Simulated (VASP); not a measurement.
Set up this calculation in VASP 6.6.1, as the native input.

```
Task                   : single point
Functional             : PBE
Potentials or basis    : VASP PAW PBE potentials, release 64 (Ca_sv, S)
Cutoff                 : 500 eV
k mesh                 : 8 × 8 × 8
Occupations            : fermi-dirac, width 0.02 eV
Spin                   : no spin polarisation
Dipole correction      : no
Further INCAR settings : ALGO = Normal; EDIFF = 1e-06; NBANDS = 15
```

The structure of CaS lies in POSCAR:

```
CaS
1.0
    0.0000000000      2.8558999548      2.8558999548
    2.8558999548      0.0000000000      2.8558999548
    2.8558999548      2.8558999548      0.0000000000
Ca S
1 1
Direct
    0.0000000000      0.0000000000      0.0000000000
    0.5000000000      0.5000000000      0.5000000000
```

The input as run:

INCAR

```
  PREC = Accurate
  ENCUT = 500
  EDIFF = 1E-6
  ISMEAR = -1
  SIGMA = 0.02
  LREAL = F
  LASPH = T
  NELM = 120
  ALGO = Normal
  ISIF = 2
  LWAVE = F
  LCHARG = F
  GGA = PE
  NBANDS = 15
  GGA_COMPAT = F
```

KPOINTS

```
regular mesh
0
Gamma
  8 8 8
```

Potentials or basis: VASP PAW PBE potentials, release 64 (Ca_sv, S).

Run with:

```bash
$ cat potpaw_PBE.64/Ca_sv/POTCAR potpaw_PBE.64/S/POTCAR > POTCAR
$ mpirun -np 1 vasp_std > vasp.out
```

It gave:

* Pressure: 0.1 GPa
* Band gap on the k mesh: 2.38 eV, indirect (least direct gap 3.18 eV)

It took 38 s on 1 thread of Intel Xeon 8259CL (shared host), peak memory 0.17 GiB.
